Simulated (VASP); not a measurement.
The system is IrRh3.

```xyz
4
Lattice="3.8171 0.0000 0.0000 0.0000 3.8171 0.0000 0.0000 0.0000 3.8171" Properties=species:S:1:pos:R:3 pbc="T T T"
Ir    0.0000    0.0000    0.0000
Rh    0.0000    1.9085    1.9085
Rh    1.9085    0.0000    1.9085
Rh    1.9085    1.9085    0.0000
```

| Property | Result |
| --- | --- |
| Program | VASP 6.6.1 |
| Task | relaxation of cell and atoms |
| Functional | LDA |
| Potentials or basis | VASP PAW LDA potentials, release 64 (Ir, Rh_pv) |
| Cutoff | 600 eV |
| k mesh | 5 × 5 × 5 |
| Occupations | methfessel-paxton, width 0.1 eV |
| Spin | no spin polarisation |

At the start: pressure -11.3 GPa; volume 13.90 Å³/atom.

**Question.** How do energy, volume and symmetry change on relaxing?

**Answer.** Over 4 steps the energy falls by 18.3 meV/atom and the volume is 13.41 Å³/atom (-3.5 %); space group Pm-3m (No. 221, to 0.05 Å).

The path:
| step | energy change (eV) | largest force (eV/Å) | pressure (GPa) | volume (Å³) |
| --- | --- | --- | --- | --- |
| 1 | 0.0000 | 0.0000 | -11.31 | 55.61 |
| 2 | 0.6868 | 0.0000 | 49.01 | 48.08 |
| 3 | -0.0729 | 0.0000 | -0.51 | 53.71 |
| 4 | -0.0730 | 0.0000 | -0.15 | 53.64 |

Final structure:
```yaml
crystal:
  lattice:
    - [3.77143, 0.00000, 0.00000]
    - [0.00000, 3.77143, 0.00000]
    - [0.00000, 0.00000, 3.77143]
  atoms:
    - { symbol: Ir, position: [0.00000, 0.00000, 0.00000] }
    - { symbol: Rh, position: [0.00000, 0.50000, 0.50000] }
    - { symbol: Rh, position: [0.50000, 0.00000, 0.50000] }
    - { symbol: Rh, position: [0.50000, 0.50000, 0.00000] }
```
